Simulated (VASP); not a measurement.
# Te (P4_132) in VASP: a series of runs, part 2 of 2

VASP 6.6.1.

## 3. Single point, PBE

The input, INCAR:

```
ALGO = Normal
EDIFF = 1E-7
ENCUT = 520
GGA = PE
ISIF = 2
ISMEAR = -1
LASPH = T
LCHARG = F
LREAL = F
LWAVE = F
NBANDS = 20
NELM = 100
PREC = Accurate
SIGMA = 0.05
```

The input, KPOINTS:

```
k-points
0
Gamma
  4 4 4
```

The input, POSCAR:

```
Te
1.0
    5.2232600000      0.0000000000      0.0000000000
    0.0000000000      5.2232600000      0.0000000000
    0.0000000000      0.0000000000      5.2232600000
Te
4
Direct
    0.8750000000      0.1250000000      0.6250000000
    0.3750000000      0.3750000000      0.3750000000
    0.1250000000      0.6250000000      0.8750000000
    0.6250000000      0.8750000000      0.1250000000
```

Potentials or basis: VASP PAW PBE potentials, release 64 (Te).

Run with:

```bash
> cat potpaw_PBE.64/Te/POTCAR > POTCAR
> mpirun -np 1 vasp_std > vasp.out
```

OUTCAR:

```text
EDIFF = 1E-7
   ENCUT = 520
   GGA = PE
   ISIF = 2
   ISMEAR = -1
   LASPH = T
   LREAL = F
   NELM = 100
   PREC = Accurate

 ion  position               nearest neighbor table
   1  0.875  0.125  0.625-   4 3.20   4 3.20   2 3.20   3 3.20   3 3.20   2 3.20
   2  0.375  0.375  0.375-   3 3.20   3 3.20   4 3.20   1 3.20   4 3.20   1 3.20
   3  0.125  0.625  0.875-   2 3.20   2 3.20   4 3.20   1 3.20   1 3.20   4 3.20
   4  0.625  0.875  0.125-   1 3.20   1 3.20   3 3.20   2 3.20   2 3.20   3 3.20

  LATTYP: Found a simple cubic cell.
 ALAT       =     5.2232600000

  Lattice vectors:

 A1 = (   5.2232600000,   0.0000000000,   0.0000000000)
 A2 = (   0.0000000000,   5.2232600000,   0.0000000000)
 A3 = (   0.0000000000,   0.0000000000,   5.2232600000)

Analysis of symmetry for initial positions (statically):
=====================================================================
 Subroutine PRICEL returns:
 Original cell was already a primitive cell.

 Routine SETGRP: Setting up the symmetry group for a
 simple cubic supercell.

 Subroutine GETGRP returns: Found 24 space group operations
 (whereof  3 operations were pure point group operations)
 out of a pool of 48 trial point group operations.

The static configuration has the point symmetry C_3 .
 The point group associated with its full space group is O   .

Analysis of symmetry for dynamics (positions and initial velocities):
=====================================================================
 Subroutine PRICEL returns:
 Original cell was already a primitive cell.

 Routine SETGRP: Setting up the symmetry group for a
 simple cubic supercell.

 Subroutine GETGRP returns: Found 24 space group operations
 (whereof  3 operations were pure point group operations)
 out of a pool of 48 trial point group operations.

The dynamic configuration has the point symmetry C_3 .
 The point group associated with its full space group is O   .

 Subroutine INISYM returns: Found 24 space group operations
 (whereof  3 operations are pure point group operations),
 and found     1 'primitive' translations

----------------------------------------------------------------------------------------

                                     Primitive cell

  volume of cell :     142.5033

  direct lattice vectors                    reciprocal lattice vectors
     5.223260000  0.000000000  0.000000000     0.191451316  0.000000000  0.000000000
     0.000000000  5.223260000  0.000000000     0.000000000  0.191451316  0.000000000
     0.000000000  0.000000000  5.223260000     0.000000000  0.000000000  0.191451316

  length of vectors
     5.223260000  5.223260000  5.223260000     0.191451316  0.191451316  0.191451316

  position of ions in fractional coordinates (direct lattice)
     0.875000000  0.125000000  0.625000000
     0.375000000  0.375000000  0.375000000
     0.125000000  0.625000000  0.875000000
     0.625000000  0.875000000  0.125000000

  ion indices of the primitive-cell ions
   primitive index   ion index
                 1           1
                 2           2
[... 21 lines left out ...]
  Shift w.r.t. Gamma in fractional coordinates (k-lattice)
     0.000000000  0.000000000  0.000000000

 Subroutine IBZKPT returns following result:
 ===========================================

 Found     10 irreducible k-points:

 Following reciprocal coordinates:
            Coordinates               Weight
  0.000000  0.000000  0.000000      1.000000
  0.250000  0.000000  0.000000      6.000000
  0.500000  0.000000  0.000000      3.000000
  0.250000  0.250000  0.000000     12.000000
  0.500000  0.250000  0.000000     12.000000
  0.500000  0.500000  0.000000      3.000000
  0.250000  0.250000  0.250000      8.000000
  0.500000  0.250000  0.250000     12.000000
  0.500000  0.500000  0.250000      6.000000
  0.500000  0.500000  0.500000      1.000000
   k-points           NKPTS =     10   k-points in BZ     NKDIM =     10   number of bands    NBANDS=     20
   number of dos      NEDOS =    301   number of ions     NIONS =      4
   total plane-waves  NPLWV =  64000
   dimension x,y,z NGX =    40 NGY =   40 NGZ =   40
   dimension x,y,z NGXF=    80 NGYF=   80 NGZF=   80
   ions per type =               4
   NGX,Y,Z   is equivalent  to a cutoff of  12.73, 12.73, 12.73 a.u.
   NGXF,Y,Z  is equivalent  to a cutoff of  25.46, 25.46, 25.46 a.u.
 SYSTEM =  unknown system
   PREC   = accura    normal or accurate (medium, high low for compatibility)
   ISTART =      0    job   : 0-new  1-cont  2-samecut
   ICHARG =      2    charge: 1-file 2-atom 10-const
   ISPIN  =      1    spin polarized calculation?
   LNONCOLLINEAR =      F non collinear calculations
   LSORBIT =      F    spin-orbit coupling
   LASPH  =      T    aspherical Exc in radial PAW
   ENCUT  =  520.0 eV  38.22 Ry    6.18 a.u.   9.71  9.71  9.71*2*pi/ulx,y,z
   NELM   =    100;   NELMIN=  2; NELMDL= -5     # of ELM steps
   EDIFF  = 0.1E-06   stopping-criterion for ELM
   LREAL  =      F    real-space projection
   EDIFFG = 0.1E-05   stopping-criterion for IOM
   NSW    =      0    number of steps for IOM
   IBRION =     -1    ionic relax: 0-MD 1-quasi-New 2-CG
   NFREE  =      0    steps in history (QN), initial steepest desc. (CG)
   ISIF   =      2    stress and relaxation
   ISYM   =      2    0-nonsym 1-usesym 2-fastsym
   POTIM  = 0.5000    time-step for ionic-motion
   TEBEG  =    0.0;   TEEND  =   0.0 temperature during run
   PSTRESS=    0.0 pullay stress
   NELECT =      24.0000    total number of electrons
   NUPDOWN=      -1.0000    fix difference up-down
   EMIN   =  10.00;   EMAX   =-10.00  energy-range for DOS
   EFERMI =   0.00;   METHOD = LEGACY
   ISMEAR =    -1;   SIGMA  =   0.05  broadening in eV -4-tet -1-fermi 0-gaus
   EFERMI_NEDOS =   21; number of points for ismear=-14 and -15
   IALGO  =     38    algorithm
   IMIX   =      4    mixing-type and parameters
     AMIX     =   0.40;   BMIX     =  1.00
     AMIX_MAG =   1.60;   BMIX_MAG =  1.00
  volume/ion in A,a.u.               =      35.63       240.41
  Fermi-wavevector in a.u.,A,eV,Ry     =   0.904073  1.708451 11.120700  0.817348
  Thomas-Fermi vector in A             =   2.027476
   LORBIT       =      0    0 simple, 1 ext, 2 COOP (PROOUT), +10 PAW based schemes
   GGA     = PE    functional components
   LHFCALC =     F    Hartree Fock is set to
   AEXX    =    0.0000 exact exchange contribution
   IVDW    =     0    specifies the selected vdW correction
   LEPSILON=     F    determine dielectric tensor
   LRPA    =     F    only Hartree local field effects (RPA)
 non-spin polarized calculation
  energy-cutoff  :      520.00
  volume of cell :      142.50
 maximum number of plane-waves:      3887
 NGX is ok and might be reduce to    40
   NGX = 19   NGY = 19   NGZ = 19

 number of electron      23.9999997 magnetization

 Free energy of the ion-electron system (eV)
  ---------------------------------------------------
  ext. energy  EPLUGINS =         0.00000000
  ---------------------------------------------------
  free energy    TOTEN  =       -11.65094129 eV

  energy without entropy =      -11.63379792  energy(sigma->0) =      -11.64236961

 E-fermi :   5.5404     XC(G=0):  -8.8186

 val. band max:        5.3354230477   @ k =   0.5000   0.2500   0.2500
 cond. band min:       5.5717394353   @ k =   0.2500   0.2500   0.0000
 fundamental gap:      0.2363163876
 Fermi energy:         5.5404102605

 k-point     1 :       0.0000    0.0000    0.0000
  band No.  band energies     occupation
      1      -7.9326      2.00000
      2      -4.8907      2.00000
      3      -4.8907      2.00000
      4      -4.8907      2.00000
      5       2.0514      2.00000
      6       2.0514      2.00000
[... 219 lines left out ...]
     19      11.7622      0.00000
     20      11.7622      0.00000

------------------------ aborting loop because EDIFF is reached ----------------------------------------

  FORCE on cell =-STRESS in cart. coord.  units (eV):
  Direction    XX          YY          ZZ          XY          YZ          ZX
  --------------------------------------------------------------------------------------
  -------------------------------------------------------------------------------------
  Total        0.0572223      0.0572223      0.0572223     -0.0000000      0.0000000     -0.0000000
  in kB        0.6433558      0.6433558      0.6433558     -0.0000000      0.0000000     -0.0000000
  external PRESSURE =       0.6433558 kB  Pullay stress =       0.0000000 kB

 VOLUME and BASIS-vectors are now :
 -----------------------------------------------------------------------------
  energy-cutoff  :      520.00
  volume of cell :      142.50
      direct lattice vectors                 reciprocal lattice vectors
     5.223260000  0.000000000  0.000000000     0.191451316  0.000000000  0.000000000
     0.000000000  5.223260000  0.000000000     0.000000000  0.191451316  0.000000000
     0.000000000  0.000000000  5.223260000     0.000000000  0.000000000  0.191451316

 POSITION                                       TOTAL-FORCE (eV/Angst)
 -----------------------------------------------------------------------------------
      4.57035      0.65291      3.26454         0.000000      0.000000      0.000000
      1.95872      1.95872      1.95872        -0.000000      0.000000      0.000000
      0.65291      3.26454      4.57035        -0.000000      0.000000      0.000000
      3.26454      4.57035      0.65291         0.000000      0.000000      0.000000
 -----------------------------------------------------------------------------------
    total drift:                               -0.000000      0.000000      0.000000

  FREE ENERGIE OF THE ION-ELECTRON SYSTEM (eV)
  ---------------------------------------------------
  free  energy   TOTEN  =       -11.6509412864 eV

  energy  without entropy=      -11.6337979250  energy(sigma->0) =      -11.64236961
```

It took 18 s on 1 thread of AMD EPYC 9R45 (Zen 5), shared host; peak memory 0.2 GiB.

What came out:

| Property | Result |
| --- | --- |
| Free energy | -11.6509 eV |
| Pressure | 0.1 GPa |
| Band gap on the k mesh | zero (band 12 reaches 5.70 eV, above the bottom of band 13 at 5.57 eV) |

Caveat: spin-orbit coupling is left out, which moves the levels of the heavy elements.

## 4. Single point, PBEsol

The input, INCAR:

```
SYSTEM = Te
ALGO     = Normal         ! electronic algorithm
EDIFF    = 1E-6           ! SCF threshold, eV
ENCUT    = 520            ! plane-wave cutoff, eV
GGA      = PS             ! functional
ISIF     = 2              ! what is computed and relaxed
ISMEAR   = -1             ! smearing method
LASPH    = .True.         ! aspherical terms in the spheres
LCHARG   = .False.        ! write CHGCAR
LREAL    = .False.        ! projectors in reciprocal space
LWAVE    = .False.        ! write WAVECAR
NBANDS   = 20             ! bands
NELM     = 60             ! most SCF steps
PREC     = Accurate       ! precision mode
SIGMA    = 0.05           ! smearing width, eV
```

The input, KPOINTS:

```
k-points
0
Gamma
  4 4 4
  0 0 0
```

POSCAR is that of step 3.

Potentials or basis: VASP PAW PBE potentials, release 64 (Te).

Run with:

```bash
> cat potpaw_PBE.64/Te/POTCAR > POTCAR
> mpirun -np 1 vasp_std > vasp.out
```

OUTCAR:

```text
SYSTEM = Te
   EDIFF = 1E-6
   ENCUT = 520
   GGA = PS
   ISIF = 2
   ISMEAR = -1
   LASPH = .True.
   LREAL = .False.
   NELM = 60
   PREC = Accurate

 ion  position               nearest neighbor table
   1  0.875  0.125  0.625-   4 3.20   4 3.20   2 3.20   3 3.20   3 3.20   2 3.20
   2  0.375  0.375  0.375-   3 3.20   3 3.20   4 3.20   1 3.20   4 3.20   1 3.20
   3  0.125  0.625  0.875-   2 3.20   2 3.20   4 3.20   1 3.20   1 3.20   4 3.20
   4  0.625  0.875  0.125-   1 3.20   1 3.20   3 3.20   2 3.20   2 3.20   3 3.20

  LATTYP: Found a simple cubic cell.
 ALAT       =     5.2232600000

  Lattice vectors:
[... 411 lines left out ...]
  --------------------------------------------------------------------------------------
  -------------------------------------------------------------------------------------
  Total       -1.8367326     -1.8367326     -1.8367326      0.0000000      0.0000000      0.0000000
  in kB      -20.6505483    -20.6505483    -20.6505483      0.0000000      0.0000000      0.0000000
  external PRESSURE =     -20.6505483 kB  Pullay stress =       0.0000000 kB

 VOLUME and BASIS-vectors are now :
 -----------------------------------------------------------------------------
  energy-cutoff  :      520.00
  volume of cell :      142.50
      direct lattice vectors                 reciprocal lattice vectors
     5.223260000  0.000000000  0.000000000     0.191451316  0.000000000  0.000000000
     0.000000000  5.223260000  0.000000000     0.000000000  0.191451316  0.000000000
     0.000000000  0.000000000  5.223260000     0.000000000  0.000000000  0.191451316

 POSITION                                       TOTAL-FORCE (eV/Angst)
 -----------------------------------------------------------------------------------
      4.57035      0.65291      3.26454         0.000000      0.000000      0.000000
      1.95872      1.95872      1.95872        -0.000000      0.000000      0.000000
      0.65291      3.26454      4.57035        -0.000000      0.000000      0.000000
      3.26454      4.57035      0.65291         0.000000      0.000000      0.000000
 -----------------------------------------------------------------------------------
    total drift:                               -0.000000      0.000000      0.000000

  FREE ENERGIE OF THE ION-ELECTRON SYSTEM (eV)
  ---------------------------------------------------
  free  energy   TOTEN  =       -13.1188357725 eV

  energy  without entropy=      -13.1017220921  energy(sigma->0) =      -13.11027893
```

OSZICAR:

```text
N       E                     dE             d eps       ncg     rms          rms(c)
DAV:   1     0.107756676084E+03    0.10776E+03   -0.87101E+03   400   0.958E+02
DAV:   2    -0.466682217661E+01   -0.11242E+03   -0.10958E+03   552   0.141E+02
DAV:   3    -0.129512553037E+02   -0.82844E+01   -0.82185E+01   504   0.428E+01
DAV:   4    -0.131193373109E+02   -0.16808E+00   -0.16803E+00   488   0.681E+00
DAV:   5    -0.131243226753E+02   -0.49854E-02   -0.49853E-02   504   0.116E+00    0.141E+01
DAV:   6    -0.131203973024E+02    0.39254E-02   -0.58839E-03   452   0.380E-01    0.864E+00
DAV:   7    -0.131188172604E+02    0.15800E-02   -0.10239E-02   436   0.508E-01    0.202E-01
DAV:   8    -0.131188305314E+02   -0.13271E-04   -0.38723E-04   452   0.101E-01    0.149E-01
DAV:   9    -0.131188376886E+02   -0.71572E-05   -0.33510E-05   492   0.309E-02    0.657E-02
DAV:  10    -0.131188363096E+02    0.13790E-05   -0.28509E-06   392   0.942E-03    0.253E-02
DAV:  11    -0.131188357725E+02    0.53715E-06   -0.45603E-07   272   0.395E-03
   1 F= -.13118836E+02 E0= -.13110279E+02  d E =-.171137E-01
```

Wall time 15 s (1 thread of AMD EPYC 9R45 (Zen 5), shared host); peak memory 0.2 GiB.

What came out:

| Quantity | Value |
| --- | --- |
| Free energy | -13.1188 eV |
| Pressure | -2.1 GPa |
| Band gap on the k mesh | zero (band 12 reaches 5.56 eV, above the bottom of band 13 at 5.43 eV) |

Levels at points of the mesh, in eV from the Fermi level:
```tsv
k point	band 8	band 9	band 10	band 11	band 12	band 13	band 14	band 15	band 16	band 17
(0.00, 0.00, 0.00)	-3.42	-3.42	-3.42	-0.92	-0.92	0.33	0.33	0.33	2.28	4.21
(0.50, 0.00, 0.00)	-3.88	-1.79	-1.79	-0.33	-0.33	0.50	0.50	0.91	0.91	3.96
(0.50, 0.50, 0.00)	-3.08	-2.49	-2.49	-2.11	-2.11	1.85	1.85	2.19	2.19	4.79
(0.50, 0.50, 0.50)	-4.94	0.16	0.16	0.16	0.16	1.10	1.10	1.10	1.10	6.13
```

Caveat: the PAW data sets were made with another functional, which shifts forces and pressure a little; spin-orbit coupling is left out, which moves the levels of the heavy elements.

## 5. Single point, RPBE

The input, INCAR:

```
SYSTEM = Te
PREC     = Accurate       ! precision mode
ENCUT    = 520            ! plane-wave cutoff, eV
EDIFF    = 1E-6           ! SCF threshold, eV
ISMEAR   = -1             ! smearing method
SIGMA    = 0.05           ! smearing width, eV
LREAL    = .FALSE.        ! projectors in reciprocal space
LASPH    = .TRUE.         ! aspherical terms in the spheres
NELM     = 100            ! most SCF steps
ALGO     = Normal         ! electronic algorithm
ISIF     = 2              ! what is computed and relaxed
LWAVE    = .FALSE.        ! write WAVECAR
LCHARG   = .TRUE.         ! write CHGCAR
GGA      = RP             ! functional
LELF     = .TRUE.         ! ELF
LVHAR    = .TRUE.       
NBANDS   = 20             ! bands
```

The input, KPOINTS:

```
Automatic mesh
0
G
  4 4 4
  0 0 0
```

POSCAR is that of step 4.

Run with:

```bash
> cat potpaw_PBE.64/Te/POTCAR > POTCAR
> mpirun -np 1 vasp_std > vasp.out
```

It took 19 s on 1 thread of AMD EPYC 9R45 (Zen 5), shared host; peak memory 0.2 GiB.

It converged, with:

| Quantity | Value |
| --- | --- |
| Free energy | -10.2374 eV |
| Pressure | 1.3 GPa |
| Band gap on the k mesh | zero (band 12 reaches 5.81 eV, above the bottom of band 13 at 5.68 eV) |

Levels at points of the mesh, in eV from the Fermi level:
```csv
k point,band 8,band 9,band 10,band 11,band 12,band 13,band 14,band 15,band 16,band 17
"(0.00, 0.00, 0.00)",-3.43,-3.43,-3.43,-0.93,-0.93,0.34,0.34,0.34,2.25,4.52
"(0.50, 0.00, 0.00)",-3.89,-1.77,-1.77,-0.35,-0.35,0.50,0.50,0.93,0.93,4.10
"(0.50, 0.50, 0.00)",-3.06,-2.51,-2.51,-2.10,-2.10,1.85,1.85,2.18,2.18,4.99
"(0.50, 0.50, 0.50)",-4.92,0.16,0.16,0.16,0.16,1.08,1.08,1.08,1.08,6.31
```

Caveat: the PAW data sets were made with another functional, which shifts forces and pressure a little; spin-orbit coupling is left out, which moves the levels of the heavy elements.

## 6. Summary

| level | potentials or basis | gap on the mesh (eV) | pressure (GPa) |
| --- | --- | --- | --- |
| LDA | VASP PAW LDA potentials, release 64 (Te) | none | -2.9 |
| PBE | VASP PAW PBE potentials, release 64 (Te) | none | 0.1 |
| PBEsol | VASP PAW PBE potentials, release 64 (Te) | none | -2.1 |
| RPBE | VASP PAW PBE potentials, release 64 (Te) | none | 1.3 |

Alike in all rows: task single point; no spin polarisation; cell as given; k mesh 4 × 4 × 4; cutoff (eV) 520; smearing fermi-dirac 0.05 eV.

Caveats: spin-orbit coupling is left out, which moves the levels of the heavy elements; the PAW data sets were made with another functional, which shifts forces and pressure a little (some runs).

Total energies depend on the potentials used, so only differences within one code and one set of settings carry meaning.
